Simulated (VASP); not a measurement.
# Ca2O (P4_2/mcm) in VASP: a series of runs, part 2 of 2

VASP 6.6.1. The steps go on from the part before.

### 3 Relaxation of cell and atoms, PBE

This run uses another cell than the first one, of 25.81 Å³/atom.

Input file INCAR:

```
SYSTEM = Ca2O
  PREC = Accurate
  ENCUT = 600
  EDIFF = 1E-7
  ISMEAR = 0
  SIGMA = 0.1
  LREAL = .FALSE.
  LASPH = .TRUE.
  NELM = 60
  ALGO = Normal
  ISIF = 3
  LWAVE = .FALSE.
  LCHARG = .FALSE.
  GGA = PE
  IBRION = 2
  NSW = 90
  EDIFFG = -0.04
```

Input file KPOINTS:

```
Automatic mesh
0
G
  4 4 4
  0 0 0
```

Input file POSCAR:

```
Ca2O
1.0
    5.3445822353      0.0000000000      0.0000000000
    0.0000000000      5.3445822353      0.0000000000
    0.0000000000      0.0000000000      5.4211702467
Ca O
4 2
Direct
    0.3333333333      0.3333333333      0.0000000000
    0.6666666667      0.6666666667      0.0000000000
    0.6666666667      0.3333333333      0.5000000000
    0.3333333333      0.6666666667      0.5000000000
    0.0000000000      0.0000000000      0.7500000000
    0.0000000000      0.0000000000      0.2500000000
```

Potentials or basis: VASP PAW PBE potentials, release 64 (Ca_sv, O).

Started as:

```console
> cat potpaw_PBE.64/Ca_sv/POTCAR potpaw_PBE.64/O/POTCAR > POTCAR
> mpirun -np 1 vasp_std > vasp.out
```

OUTCAR:

```text
SYSTEM = Ca2O
   PREC = Accurate
   ENCUT = 600
   EDIFF = 1E-7
   ISMEAR = 0
   LREAL = .FALSE.
   LASPH = .TRUE.
   NELM = 60
   ISIF = 3
   GGA = PE
   IBRION = 2
   NSW = 90
   EDIFFG = -0.04

 ion  position               nearest neighbor table
   1  0.333  0.333  0.000-   2 2.52
   2  0.667  0.667  0.000-   1 2.52
   3  0.667  0.333  0.500-   4 2.52
   4  0.333  0.667  0.500-   3 2.52
   5  0.000  0.000  0.750-
   6  0.000  0.000  0.250-

  LATTYP: Found a simple tetragonal cell.
 ALAT       =     5.3445822353
 C/A-ratio  =     1.0143300277

  Lattice vectors:

 A1 = (   5.3445822353,   0.0000000000,   0.0000000000)
 A2 = (   0.0000000000,   5.3445822353,   0.0000000000)
 A3 = (   0.0000000000,   0.0000000000,   5.4211702467)

Analysis of symmetry for initial positions (statically):
=====================================================================
 Subroutine PRICEL returns:
 Original cell was already a primitive cell.

 Routine SETGRP: Setting up the symmetry group for a
 simple tetragonal supercell.

[... 169 lines left out ...]
  free energy    TOTEN  =       -15.65455842 eV

  energy without entropy =      -15.63286090  energy(sigma->0) =      -15.64370966

------------------------ aborting loop because EDIFF is reached ----------------------------------------

  FORCE on cell =-STRESS in cart. coord.  units (eV):
  Direction    XX          YY          ZZ          XY          YZ          ZX
  --------------------------------------------------------------------------------------
  -------------------------------------------------------------------------------------
  Total       -1.9699911     -1.9699911     14.4666360      0.0000000      0.0000000      0.0000000
  in kB      -20.3823510    -20.3823510    149.6778593      0.0000000      0.0000000      0.0000000
  external PRESSURE =      36.3043857 kB  Pullay stress =       0.0000000 kB
[... 101 lines left out ...]
  FREE ENERGIE OF THE ION-ELECTRON SYSTEM (eV)
  ---------------------------------------------------
  free  energy   TOTEN  =       -26.4468593375 eV

  energy  without entropy=      -26.4360364919  energy(sigma->0) =      -26.44144791

[... ionic steps 4 to 7 ...]

--------------------------------------- Ionic step        8  -------------------------------------------

 number of electron      51.9999998 magnetization

------------------------ aborting loop because EDIFF is reached ----------------------------------------
[... 75 lines left out ...]
--------------------------------------- Ionic step       10  -------------------------------------------

 number of electron      51.9999997 magnetization

 Free energy of the ion-electron system (eV)
  ---------------------------------------------------
  ext. energy  EPLUGINS =         0.00000000
  ---------------------------------------------------
  free energy    TOTEN  =       -28.46738648 eV

  energy without entropy =      -28.45103050  energy(sigma->0) =      -28.45920849

 E-fermi :   1.8857     XC(G=0):  -7.6351

 val. band max:        1.8829329563   @ k =   0.5000   0.2500   0.5000
 cond. band min:       1.9860749772   @ k =   0.5000   0.0000   0.2500
 fundamental gap:      0.1031420209
 Fermi energy:         1.8857472257

 k-point     1 :       0.0000    0.0000    0.0000
  band No.  band energies     occupation
      1     -39.3563      2.00000
      2     -39.3313      2.00000
      3     -39.3122      2.00000
      4     -39.3122      2.00000
      5     -20.8858      2.00000
      6     -20.7827      2.00000
[... 634 lines left out ...]
  FREE ENERGIE OF THE ION-ELECTRON SYSTEM (eV)
  ---------------------------------------------------
  free  energy   TOTEN  =       -28.4673864816 eV

  energy  without entropy=      -28.4510305007  energy(sigma->0) =      -28.45920849

 reached required accuracy - stopping structural energy minimisation
```

Run time: 9.4 min. Hardware: 1 thread of Intel Xeon 6975P-C (Granite Rapids), shared host; peak memory 0.38 GiB.

What came out:

* Free energy: -28.4674 eV
* Relaxed volume: 31.27 Å³/atom
* Relaxed cell: a = 5.594 Å, b = 5.594 Å, c = 5.995 Å, α = 90.00°, β = 90.00°, γ = 90.00°
* Space group after relaxing (to 0.1 Å): P4_2/mcm (No. 132)
* Energy gained by relaxing: 2135.5 meV/atom
* Ionic steps: 10
* Pressure after relaxing: 0.0 GPa
* Largest force after relaxing: 0.022 eV/Å
* Band gap on the k mesh: zero (bands 26 and 27 overlap by 0.80 eV)

Forces in eV/Å, atoms in the order of the input:
```
Ca  -0.016 -0.016  0.000
Ca   0.016  0.016  0.000
Ca   0.016 -0.016  0.000
Ca  -0.016  0.016  0.000
O    0.000  0.000  0.000
O    0.000  0.000  0.000
```

Step by step:
```tsv
step	energy change (eV)	largest force (eV/Å)	pressure (GPa)	volume (Å³)
1	0.0000	5.9450	3.63	154.85
2	-6.6704	4.1846	-3.45	167.43
3	-10.7923	1.9005	-5.72	183.65
4	-10.9120	1.5707	-5.54	185.49
5	-11.7643	2.0986	8.58	154.87
6	-12.2185	0.3010	1.55	164.74
7	-12.6465	0.0464	0.94	170.46
8	-12.7382	0.3478	0.53	174.21
9	-12.7761	0.2482	0.31	178.30
10	-12.8128	0.0222	-0.02	187.62
```

Final structure:
```cif
data_structure
_symmetry_space_group_name_H-M 'P 1'
_symmetry_Int_Tables_number 1
_cell_length_a 5.5941
_cell_length_b 5.5941
_cell_length_c 5.9952
_cell_angle_alpha 90.000
_cell_angle_beta 90.000
_cell_angle_gamma 90.000
_cell_volume 187.62
loop_
_atom_site_label
_atom_site_type_symbol
_atom_site_fract_x
_atom_site_fract_y
_atom_site_fract_z
_atom_site_occupancy
Ca1 Ca 0.20547 0.20547 0.00000 1
Ca2 Ca 0.79453 0.79453 0.00000 1
Ca3 Ca 0.79453 0.20547 0.50000 1
Ca4 Ca 0.20547 0.79453 0.50000 1
O1 O 0.00000 0.00000 0.75000 1
O2 O 0.00000 0.00000 0.25000 1
```

Caveat: the volume moved by over 15 % at a fixed basis, so the end points are rough; semilocal functionals underestimate gaps, and a narrow one can read as zero.

The gap in the log of VASP goes by the Fermi energy; the results here count the filled bands.